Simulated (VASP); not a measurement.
# InAs (Fm-3m) in VASP: further runs

The runs below take InAs through relaxation of cell and atoms, with BLYP+D3(BJ), BLYP+D4.

Everything below comes from runs of VASP 6.6.1. Logs are shortened: lines on timing, memory, paths and dates and some standing lists are left out, and cuts for length are marked.

**1. The cell of the first run**

The structure is cubic, space group Fm-3m (No. 225). Conventional cell: a = 5.755 Å, b = 5.755 Å, c = 5.755 Å, α = 90.00°, β = 90.00°, γ = 90.00°. Within 3.8 Å of In (site symmetry m-3m) lie 6 As at 2.88 Å. Within 3.8 Å of As (site symmetry m-3m) lie 6 In at 2.88 Å.

**2. Relaxation of cell and atoms, BLYP+D3(BJ)**

INCAR

```
PREC     = Accurate       # precision mode
ENCUT    = 600            # plane-wave cutoff, eV
EDIFF    = 1E-7           # SCF threshold, eV
ISMEAR   = -1             # smearing method
SIGMA    = 0.05           # smearing width, eV
LREAL    = F              # projectors in reciprocal space
LASPH    = T              # aspherical terms in the spheres
NELM     = 80             # most SCF steps
ALGO     = Normal         # electronic algorithm
ISIF     = 3              # what is computed and relaxed
LWAVE    = F              # write WAVECAR
LCHARG   = F              # write CHGCAR
GGA      = B5             # functional
ALDAX    = 1.0          
AGGAX    = 1.0          
AGGAC    = 1.0          
ALDAC    = 0.0          
IVDW     = 12             # dispersion correction
IBRION   = 2              # ionic algorithm
NSW      = 60             # ionic steps
EDIFFG   = -0.01          # ionic threshold
VDW_S6   = 1.0          
VDW_S8   = 2.6996       
VDW_A1   = 0.4298       
VDW_A2   = 4.2359
```

KPOINTS

```
Automatic mesh
0
Gamma
  8 8 8
```

POSCAR

```
InAs
1.0
    0.0000000000      2.8773040000      2.8773040000
    2.8773040000      0.0000000000      2.8773040000
    2.8773040000      2.8773040000      0.0000000000
In As
1 1
Direct
    0.5000000000      0.5000000000      0.5000000000
    0.0000000000      0.0000000000      0.0000000000
```

Potentials or basis: VASP PAW PBE potentials, release 64 (In_d, As).

Started as:

```bash
$ cat potpaw_PBE.64/In_d/POTCAR potpaw_PBE.64/As/POTCAR > POTCAR
$ mpirun -np 1 vasp_std > vasp.out
```

OUTCAR:

```text
PREC = Accurate
   ENCUT = 600
   EDIFF = 1E-7
   ISMEAR = -1
   LREAL = F
   LASPH = T
   NELM = 80
   ISIF = 3
   GGA = B5
   IVDW = 12
   IBRION = 2
   NSW = 60
   EDIFFG = -0.01
 IVDW          = 12

 ion  position               nearest neighbor table
   1  0.500  0.500  0.500-   2 2.88   2 2.88   2 2.88   2 2.88   2 2.88   2 2.88
   2  0.000  0.000  0.000-   1 2.88   1 2.88   1 2.88   1 2.88   1 2.88   1 2.88

  LATTYP: Found a face centered cubic cell.
 ALAT       =     5.7546080000

  Lattice vectors:

 A1 = (   0.0000000000,   2.8773040000,   2.8773040000)
 A2 = (   2.8773040000,   0.0000000000,   2.8773040000)
 A3 = (   2.8773040000,   2.8773040000,   0.0000000000)

Analysis of symmetry for initial positions (statically):
=====================================================================
 Subroutine PRICEL returns:
 Original cell was already a primitive cell.

 Routine SETGRP: Setting up the symmetry group for a
 face centered cubic supercell.

 Subroutine GETGRP returns: Found 48 space group operations
 (whereof 48 operations were pure point group operations)
 out of a pool of 48 trial point group operations.

The static configuration has the point symmetry O_h .

Analysis of symmetry for dynamics (positions and initial velocities):
=====================================================================
 Subroutine PRICEL returns:
 Original cell was already a primitive cell.

 Routine SETGRP: Setting up the symmetry group for a
 face centered cubic supercell.

 Subroutine GETGRP returns: Found 48 space group operations
 (whereof 48 operations were pure point group operations)
 out of a pool of 48 trial point group operations.

The dynamic configuration has the point symmetry O_h .

 Subroutine INISYM returns: Found 48 space group operations
 (whereof 48 operations are pure point group operations),
 and found     1 'primitive' translations

----------------------------------------------------------------------------------------

                                     Primitive cell

  volume of cell :      47.6417

  direct lattice vectors                    reciprocal lattice vectors
     0.000000000  2.877304000  2.877304000    -0.173773783  0.173773783  0.173773783
     2.877304000  0.000000000  2.877304000     0.173773783 -0.173773783  0.173773783
     2.877304000  2.877304000  0.000000000     0.173773783  0.173773783 -0.173773783

  length of vectors
     4.069122340  4.069122340  4.069122340     0.300985021  0.300985021  0.300985021

  position of ions in fractional coordinates (direct lattice)
     0.500000000  0.500000000  0.500000000
     0.000000000  0.000000000  0.000000000

  ion indices of the primitive-cell ions
   primitive index   ion index
                 1           1
                 2           2

----------------------------------------------------------------------------------------

 KPOINTS: Automatic mesh

Automatic generation of k-mesh.
 Grid dimensions read from file:
 generate k-points for:    8    8    8

 Generating k-lattice:

  Cartesian coordinates                     Fractional coordinates (reciprocal lattice)
    -0.021721723  0.021721723  0.021721723     0.125000000  0.000000000  0.000000000
     0.021721723 -0.021721723  0.021721723     0.000000000  0.125000000  0.000000000
     0.021721723  0.021721723 -0.021721723     0.000000000  0.000000000  0.125000000

  Length of vectors
     0.037623128  0.037623128  0.037623128

  Shift w.r.t. Gamma in fractional coordinates (k-lattice)
     0.000000000  0.000000000  0.000000000

 Subroutine IBZKPT returns following result:
 ===========================================

 Found     29 irreducible k-points:

 Following reciprocal coordinates:
            Coordinates               Weight
  0.000000  0.000000  0.000000      1.000000
  0.125000  0.000000  0.000000      8.000000
  0.250000  0.000000  0.000000      8.000000
  0.375000  0.000000  0.000000      8.000000
  0.500000  0.000000  0.000000      4.000000
  0.125000  0.125000  0.000000      6.000000
[... 16 lines left out ...]
  0.500000  0.250000  0.125000     48.000000
 -0.375000  0.250000  0.125000     24.000000
 [... further k-points ...]
   k-points           NKPTS =     29   k-points in BZ     NKDIM =     29   number of bands    NBANDS=     13
   number of dos      NEDOS =    301   number of ions     NIONS =      2
   total plane-waves  NPLWV =  46656
   dimension x,y,z NGX =    36 NGY =   36 NGZ =   36
   dimension x,y,z NGXF=    72 NGYF=   72 NGZF=   72
   ions per type =               1   1
   NGX,Y,Z   is equivalent  to a cutoff of  14.71, 14.71, 14.71 a.u.
   NGXF,Y,Z  is equivalent  to a cutoff of  29.42, 29.42, 29.42 a.u.
 SYSTEM =  unknown system
   PREC   = accura    normal or accurate (medium, high low for compatibility)
   ISTART =      0    job   : 0-new  1-cont  2-samecut
   ICHARG =      2    charge: 1-file 2-atom 10-const
   ISPIN  =      1    spin polarized calculation?
   LNONCOLLINEAR =      F non collinear calculations
   LSORBIT =      F    spin-orbit coupling
   LASPH  =      T    aspherical Exc in radial PAW
   ENCUT  =  600.0 eV  44.10 Ry    6.64 a.u.   8.13  8.13  8.13*2*pi/ulx,y,z
   NELM   =     80;   NELMIN=  2; NELMDL= -5     # of ELM steps
   EDIFF  = 0.1E-06   stopping-criterion for ELM
   LREAL  =      F    real-space projection
   EDIFFG = -.1E-01   stopping-criterion for IOM
   NSW    =     60    number of steps for IOM
   IBRION =      2    ionic relax: 0-MD 1-quasi-New 2-CG
   NFREE  =      1    steps in history (QN), initial steepest desc. (CG)
   ISIF   =      3    stress and relaxation
   ISYM   =      2    0-nonsym 1-usesym 2-fastsym
   POTIM  = 0.5000    time-step for ionic-motion
   TEBEG  =    0.0;   TEEND  =   0.0 temperature during run
   PSTRESS=    0.0 pullay stress
   NELECT =      18.0000    total number of electrons
   NUPDOWN=      -1.0000    fix difference up-down
   EMIN   =  10.00;   EMAX   =-10.00  energy-range for DOS
   EFERMI =   0.00;   METHOD = LEGACY
   ISMEAR =    -1;   SIGMA  =   0.05  broadening in eV -4-tet -1-fermi 0-gaus
   EFERMI_NEDOS =   21; number of points for ismear=-14 and -15
   IALGO  =     38    algorithm
   IMIX   =      4    mixing-type and parameters
     AMIX     =   0.40;   BMIX     =  1.00
     AMIX_MAG =   1.60;   BMIX_MAG =  1.00
  volume/ion in A,a.u.               =      23.82       160.75
  Fermi-wavevector in a.u.,A,eV,Ry     =   1.183505  2.236499 19.057448  1.400683
  Thomas-Fermi vector in A             =   2.319738
   LORBIT       =      0    0 simple, 1 ext, 2 COOP (PROOUT), +10 PAW based schemes
   GGA     = B5    functional components
   LHFCALC =     F    Hartree Fock is set to
   AEXX    =    0.0000 exact exchange contribution
   IVDW    =    12    specifies the selected vdW correction
   LEPSILON=     F    determine dielectric tensor
   LRPA    =     F    only Hartree local field effects (RPA)
 conjugate gradient relaxation of ions
 non-spin polarized calculation
  energy-cutoff  :      600.00
  volume of cell :       47.64
 maximum number of plane-waves:      1639
 NGX is ok and might be reduce to    36
   NGX = 17   NGY = 17   NGZ = 17

--------------------------------------- Ionic step        1  -------------------------------------------

 number of electron      18.0000003 magnetization

 Free energy of the ion-electron system (eV)
  ---------------------------------------------------
  ext. energy  EPLUGINS =         0.00000000
  ---------------------------------------------------
  free energy    TOTEN  =        -5.87011074 eV

  energy without entropy =       -5.85912271  energy(sigma->0) =       -5.86461673

------------------------ aborting loop because EDIFF is reached ----------------------------------------

 Edisp (eV)   -1.76720

 E8    (eV) :    -1.3349

  FORCE on cell =-STRESS in cart. coord.  units (eV):
  Direction    XX          YY          ZZ          XY          YZ          ZX
  --------------------------------------------------------------------------------------
  -------------------------------------------------------------------------------------
  Total      -0.41579    -0.41579    -0.41579     0.00000     0.00000    -0.00000
  in kB     -13.98280   -13.98280   -13.98280     0.00000     0.00000    -0.00000
  external pressure =      -13.98 kB  Pullay stress =        0.00 kB
[... 61 lines left out ...]
  energy  without entropy=       -7.6307980450  energy(sigma->0) =       -7.63624736

--------------------------------------- Ionic step        3  -------------------------------------------

 number of electron      18.0000001 magnetization

 Free energy of the ion-electron system (eV)
  ---------------------------------------------------
  ext. energy  EPLUGINS =         0.00000000
  ---------------------------------------------------
  free energy    TOTEN  =        -5.83256155 eV

  energy without entropy =       -5.82165593  energy(sigma->0) =       -5.82710874

 E-fermi :   6.6344     XC(G=0):  -9.5547

 val. band max:        6.5587737963   @ k =  -0.2500   0.2500   0.0000
 cond. band min:       6.6785325793   @ k =  -0.3750   0.1250   0.0000
 fundamental gap:      0.1197587829
 Fermi energy:         6.6343978692

 k-point     1 :       0.0000    0.0000    0.0000
  band No.  band energies     occupation
      1      -7.7661      2.00000
      2      -7.7661      2.00000
      3      -7.7407      2.00000
      4      -7.7407      2.00000
      5      -7.7407      2.00000
      6      -5.6238      2.00000
      7       6.0014      1.99999
      8       6.3783      1.98813
      9       6.3783      1.98813
     10       6.3783      1.98813
     11      14.1040      0.00000
     12      14.1040      0.00000
     13      14.1040      0.00000
[... 353 lines left out ...]
 k-point    24 :      -0.3750    0.2500    0.1250
  band No.  band energies     occupation
      1      -7.8983      2.00000
      2      -7.7961      2.00000
      3      -7.7298      2.00000
      4      -7.7064      2.00000
      5      -7.6764      2.00000
      6      -3.5138      2.00000
      7       0.5692      2.00000
      8       4.3649      2.00000
      9       5.1210      2.00000
     10       8.7441      0.00000
     11      10.0315      0.00000
     12      12.6644      0.00000
     13      14.1033      0.00000

 [... further k-points ...]

------------------------ aborting loop because EDIFF is reached ----------------------------------------

 Edisp (eV)   -1.80961

 E8    (eV) :    -1.3668

  FORCE on cell =-STRESS in cart. coord.  units (eV):
  Direction    XX          YY          ZZ          XY          YZ          ZX
  --------------------------------------------------------------------------------------
  -------------------------------------------------------------------------------------
  Total      -0.00031    -0.00031    -0.00031     0.00000     0.00000     0.00000
  in kB      -0.01054    -0.01054    -0.01054     0.00000     0.00000     0.00000
  external pressure =       -0.01 kB  Pullay stress =        0.00 kB
[... 17 lines left out ...]
  FREE ENERGIE OF THE ION-ELECTRON SYSTEM (eV)
  ---------------------------------------------------
  free  energy   TOTEN  =        -7.6421733826 eV

  energy  without entropy=       -7.6312677537  energy(sigma->0) =       -7.63672057

 reached required accuracy - stopping structural energy minimisation
```

Run time: 2.1 min. Hardware: 1 thread of Intel Xeon Platinum 8488C (Sapphire Rapids), shared host; peak memory 0.22 GiB.

What came out:

| Property | Result |
| --- | --- |
| Free energy | -7.6422 eV |
| Relaxed volume | 23.28 Å³/atom |
| Relaxed cell | a = 4.038 Å, b = 4.038 Å, c = 4.038 Å, α = 60.00°, β = 60.00°, γ = 60.00° |
| Space group after relaxing (to 0.1 Å) | Fm-3m (No. 225) |
| Energy gained by relaxing | 2.4 meV/atom |
| Ionic steps | 3 |
| Pressure after relaxing | 0.0 GPa |
| Band gap on the k mesh | zero (bands 9 and 10 overlap by 2.61 eV) |
| Dispersion energy per atom | -0.905 eV |

The path:
| step | energy change (eV) | largest force (eV/Å) | pressure (GPa) | volume (Å³) |
| --- | --- | --- | --- | --- |
| 1 | 0.0000 | 0.0000 | -1.40 | 47.64 |
| 2 | -0.0044 | 0.0000 | 0.46 | 46.22 |
| 3 | -0.0049 | 0.0000 | 0.00 | 46.55 |

Final structure:
```yaml
crystal:
  lattice:
    - [0.00000, 2.85520, 2.85520]
    - [2.85520, 0.00000, 2.85520]
    - [2.85520, 2.85520, 0.00000]
  atoms:
    - { symbol: In, position: [0.50000, 0.50000, 0.50000] }
    - { symbol: As, position: [0.00000, 0.00000, 0.00000] }
```

Caveat: the PAW data sets were made with another functional, which shifts forces and pressure a little; spin-orbit coupling is left out, which moves the levels of the heavy elements.

**3. Relaxation of cell and atoms, BLYP+D4**

INCAR

```
PREC     = Accurate       # precision mode
ENCUT    = 600            # plane-wave cutoff, eV
EDIFF    = 1E-6           # SCF threshold, eV
ISMEAR   = -1             # smearing method
SIGMA    = 0.05           # smearing width, eV
LREAL    = False          # projectors in reciprocal space
LASPH    = True           # aspherical terms in the spheres
NELM     = 100            # most SCF steps
ALGO     = Normal         # electronic algorithm
ISIF     = 3              # what is computed and relaxed
LWAVE    = False          # write WAVECAR
LCHARG   = False          # write CHGCAR
GGA      = B5             # functional
ALDAX    = 1.0          
AGGAX    = 1.0          
AGGAC    = 1.0          
ALDAC    = 0.0          
IVDW     = 13             # dispersion correction
VDW_S6   = 1.0          
VDW_S8   = 2.34076671   
VDW_A1   = 0.44488865   
VDW_A2   = 4.0933009    
IBRION   = 2              # ionic algorithm
NSW      = 60             # ionic steps
EDIFFG   = -0.01          # ionic threshold
```

KPOINTS is that of step 2.

POSCAR is that of step 2.

Potentials or basis: VASP PAW PBE potentials, release 64 (In_d, As).

Started as:

```bash
$ cat potpaw_PBE.64/In_d/POTCAR potpaw_PBE.64/As/POTCAR > POTCAR
$ mpirun -np 1 vasp_std > vasp.out
```

Run time: 96 s. Hardware: 1 thread of Intel Xeon Platinum 8488C (Sapphire Rapids), shared host; peak memory 0.21 GiB.

The run converged. Its results:

| Quantity | Value |
| --- | --- |
| Free energy | -7.3849 eV |
| Relaxed volume | 23.65 Å³/atom |
| Relaxed cell | a = 4.060 Å, b = 4.060 Å, c = 4.060 Å, α = 60.00°, β = 60.00°, γ = 60.00° |
| Space group after relaxing (to 0.1 Å) | Fm-3m (No. 225) |
| Energy gained by relaxing | 0.2 meV/atom |
| Ionic steps | 3 |
| Pressure after relaxing | 0.0 GPa |
| Band gap on the k mesh | zero (bands 9 and 10 overlap by 2.55 eV) |
| Dispersion energy per atom | -0.763 eV |

Step by step:
```
step  energy change (eV)  largest force (eV/Å)  pressure (GPa)  volume (Å³)
   1              0.0000                0.0000           -0.44        47.64
   2             -0.0004                0.0000            0.14        47.19
   3             -0.0005                0.0000            0.00        47.31
```

Final structure:
```
CELL_PARAMETERS angstrom
0.00000 2.87055 2.87055
2.87055 0.00000 2.87055
2.87055 2.87055 0.00000
ATOMIC_POSITIONS crystal
In 0.50000 0.50000 0.50000
As 0.00000 0.00000 0.00000
```

Levels at points of the mesh, in eV from the Fermi level:
| k point | band 7 | band 8 | band 9 | band 10 | band 11 | band 12 |
| --- | --- | --- | --- | --- | --- | --- |
| (0.00, 0.00, 0.00) | -0.74 | -0.24 | -0.24 | -0.24 | 7.46 | 7.46 |
| (0.50, 0.00, 0.00) | -6.52 | 0.18 | 0.18 | 2.32 | 3.32 | 3.32 |
| (0.50, 0.50, 0.00) | -4.60 | -3.04 | -2.22 | -2.22 | 4.27 | 9.14 |

Caveat: the PAW data sets were made with another functional, which shifts forces and pressure a little; spin-orbit coupling is left out, which moves the levels of the heavy elements.

The gap in the log of VASP goes by the Fermi energy; the results here count the filled bands.